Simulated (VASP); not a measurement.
## NaRuS3: relaxation of cell and atoms with PBE

The system is NaRuS3.

```
Na Ru S
1.0
     4.34771    0.00000    0.00000
     0.00000    4.34771    0.00000
     0.00000    0.00000    4.40220
Na Ru S
1 1 3
Direct
  0.00000 0.00000 0.00000
  0.50000 0.50000 0.51500
  0.50000 0.50000 0.97500
  0.00000 0.50000 0.48500
  0.50000 0.00000 0.48500
```

* Program: VASP 6.6.1
* Task: relaxation of cell and atoms
* Functional: PBE
* Potentials or basis: VASP PAW PBE potentials, release 64 (Na_pv, Ru_pv, S)
* Cutoff: 600 eV
* k mesh: 4 × 4 × 4
* Occupations: gaussian, width 0.1 eV
* Spin: no spin polarisation
* Dipole correction: no
* Further INCAR settings: ALGO = Normal; EDIFF = 1e-06; IBRION = 2; EDIFFG = -0.04; NSW = 90; ISIF = 3

```yaml
Relaxed_volume: 21.79 Å³/atom
Relaxed_cell: a = 4.391 Å, b = 4.391 Å, c = 5.651 Å, α = 90.00°, β = 90.00°, γ = 90.00°
Space_group_after_relaxing_to_0.1_Å: P4mm (No. 99)
Energy_gained_by_relaxing: 482.9 meV/atom
Ionic_steps: 56
Pressure_after_relaxing: 0.1 GPa
Largest_force_after_relaxing: 0.021 eV/Å
Band_gap_on_the_k_mesh: zero (an odd number of electrons rules out a gap without spin polarisation)
```

Forces on the atoms (eV/Å):
```
Na   0.000  0.000  0.000
Ru   0.000  0.000 -0.007
S    0.000  0.000  0.021
S    0.000  0.000 -0.007
S    0.000  0.000 -0.007
```

Stress tensor (GPa, compression positive):
```
0.03 0.00 0.00
0.00 0.03 0.00
0.00 0.00 0.18
```

Step by step:
| step | energy change (eV) | largest force (eV/Å) | pressure (GPa) | volume (Å³) |
| --- | --- | --- | --- | --- |
| 1 | 0.0000 | 3.5285 | 28.30 | 83.21 |
| 3 | -1.5217 | 1.4131 | 0.20 | 102.42 |
| 5 | -1.6341 | 1.5080 | -0.52 | 103.57 |
| 7 | -1.8042 | 1.0213 | -1.25 | 106.07 |
| 9 | -1.8843 | 1.4924 | -1.20 | 107.20 |
| 11 | -2.0225 | 2.2369 | -1.34 | 107.96 |
| 13 | -2.0562 | 1.5581 | -3.99 | 107.84 |
| 15 | -2.2046 | 1.3549 | -2.66 | 106.98 |
| 17 | -2.3131 | 0.6299 | -0.81 | 102.84 |
| 19 | -2.3280 | 0.1549 | 1.04 | 101.08 |
| 21 | -2.3567 | 0.1824 | 0.99 | 102.27 |
| 23 | -2.3787 | 0.6566 | 2.15 | 107.23 |
| 25 | -2.3949 | 0.0789 | 0.70 | 110.26 |
| 27 | -2.4003 | 0.1651 | 0.02 | 110.78 |
| 29 | -2.4014 | 0.1323 | -0.20 | 110.87 |
| 31 | -2.4034 | 0.0951 | -0.34 | 110.56 |
| 33 | -2.4047 | 0.1499 | 0.54 | 108.41 |
| 35 | -2.4065 | 0.0671 | 0.19 | 109.12 |
| 37 | -2.4073 | 0.1183 | 0.17 | 108.89 |
| 39 | -2.4084 | 0.0611 | -0.27 | 109.07 |
| 41 | -2.4097 | 0.1195 | -0.05 | 108.20 |
| 43 | -2.4102 | 0.0464 | 0.16 | 107.88 |
| 45 | -2.4109 | 0.0706 | -0.07 | 108.29 |
| 47 | -2.4121 | 0.0885 | -0.13 | 108.44 |
| 49 | -2.4125 | 0.1578 | -0.14 | 108.57 |
| 51 | -2.4132 | 0.1325 | -0.06 | 108.57 |
| 53 | -2.4138 | 0.0919 | 0.34 | 108.57 |
| 55 | -2.4144 | 0.0589 | 0.17 | 108.72 |
| 56 | -2.4147 | 0.0212 | 0.08 | 108.97 |

Final structure:
```
Na Ru S
1.0
     4.39134    0.00000    0.00000
     0.00000    4.39134    0.00000
     0.00000    0.00000    5.65071
Na Ru S
1 1 3
Direct
  0.00000 0.00000 0.04077
  0.50000 0.50000 0.56494
  0.50000 0.50000 0.95411
  0.00000 0.50000 0.45009
  0.50000 0.00000 0.45009
```

Levels at points of the mesh, in eV from the Fermi level:
| k point | band 16 | band 17 | band 18 | band 19 | band 20 | band 21 | band 22 | band 23 |
| --- | --- | --- | --- | --- | --- | --- | --- | --- |
| (0.00, 0.00, 0.00) | -2.41 | -2.23 | -0.59 | -0.59 | 1.29 | 1.29 | 1.58 | 1.98 |
| (0.50, 0.00, 0.00) | -2.48 | -2.03 | -1.92 | 0.18 | 0.62 | 0.63 | 1.16 | 2.41 |
| (0.50, 0.50, 0.00) | -2.08 | -2.08 | -0.80 | 0.02 | 0.20 | 0.20 | 0.96 | 4.88 |
| (0.00, 0.00, 0.50) | -2.24 | -2.22 | -0.59 | -0.59 | 1.15 | 1.15 | 1.52 | 2.17 |
| (0.50, 0.00, 0.50) | -2.08 | -1.73 | -0.78 | -0.58 | 0.62 | 0.91 | 1.80 | 2.22 |
| (0.50, 0.50, 0.50) | -0.69 | -0.69 | -0.46 | -0.46 | -0.04 | 0.96 | 1.50 | 3.74 |

Wall time 12 min on 1 thread of Intel(R) Xeon(R) 6975P-C (Granite Rapids), on a shared host, peak memory 0.25 GiB.

Caveat: the k points lie up to 0.36 Å⁻¹ apart in the final cell, too coarse for converged energies and pressures of a metal; the volume moved by over 15 % at a fixed basis, so the end points are rough.
